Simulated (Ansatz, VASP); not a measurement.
Two plane-wave programs on K

The input INCAR:

```
SYSTEM = K
AGGAC    = 1.0          
AGGAX    = 1.0          
ALDAC    = 0.0          
ALDAX    = 1.0          
ALGO     = Normal         ! electronic algorithm
EDIFF    = 1E-6           ! SCF threshold, eV
EDIFFG   = -0.01          ! ionic threshold
ENCUT    = 600            ! plane-wave cutoff, eV
GGA      = B5             ! functional
IBRION   = 2              ! ionic algorithm
ISIF     = 3              ! what is computed and relaxed
ISMEAR   = -1             ! smearing method
LASPH    = .True.         ! aspherical terms in the spheres
LCHARG   = .False.        ! write CHGCAR
LREAL    = .False.        ! projectors in reciprocal space
LWAVE    = .False.        ! write WAVECAR
NELM     = 60             ! most SCF steps
NSW      = 80             ! ionic steps
PREC     = Accurate       ! precision mode
SIGMA    = 0.1            ! smearing width, eV
```

Contents of KPOINTS:

```
k-points
0
Gamma
  9 9 9
  0 0 0
```

Contents of POSCAR:

```
K
1.0
   -2.6125000000      2.6125000000      2.6125000000
    2.6125000000     -2.6125000000      2.6125000000
    2.6125000000      2.6125000000     -2.6125000000
K
1
Direct
    0.0000000000      0.0000000000      0.0000000000
```

Input for Ansatz:

```yaml
crystal:
  lattice:
    - [-2.6125, 2.6125, 2.6125]
    - [2.6125, -2.6125, 2.6125]
    - [2.6125, 2.6125, -2.6125]
  atoms:
    - { symbol: K, position: [0.0, 0.0, 0.0] }
hamiltonian:
  xc: blyp
  pseudopotentials:
    kind: paw
    azcp:
      K: "pseudopotentials/K.paw.azcp"
basis:
  ecutwfc: 420
  fft_grid_basis: typed
kpoints:
  mp_grid: { grid: [9, 9, 9], shift: [0, 0, 0] }
magnetization:
  spin_polarized: false
scf:
  occupations: { method: fermi_dirac, width: 0.1 }
relax:
  max_steps: 60
  f_tol: 0.01
  cell: {}
```

Alike in both runs: task relaxation of cell and atoms; functional BLYP; k mesh 9 × 9 × 9; occupations fermi-dirac, width 0.1 eV; no spin polarisation.

|  | VASP | Ansatz |
| --- | --- | --- |
| version | VASP 6.6.1 | Ansatz 0.2.0 |
| potentials or method | VASP PAW PBE potentials, release 64 (K_sv), cutoff 600 eV | plane waves (420 eV) with PAW, scalar-relativistic |
| valence electrons in the cell | 9 | 9 |

|  | VASP | Ansatz | Ansatz less VASP |
| --- | --- | --- | --- |
| relaxed volume (Å³/atom) | 75.44 | 75.43 | -0.006 |
| relaxed length of the cell vector where the two differ most in proportion (Å) | 4.610 | 4.610 | -0.0001 |

VASP's potentials were made for PBE, not for BLYP.
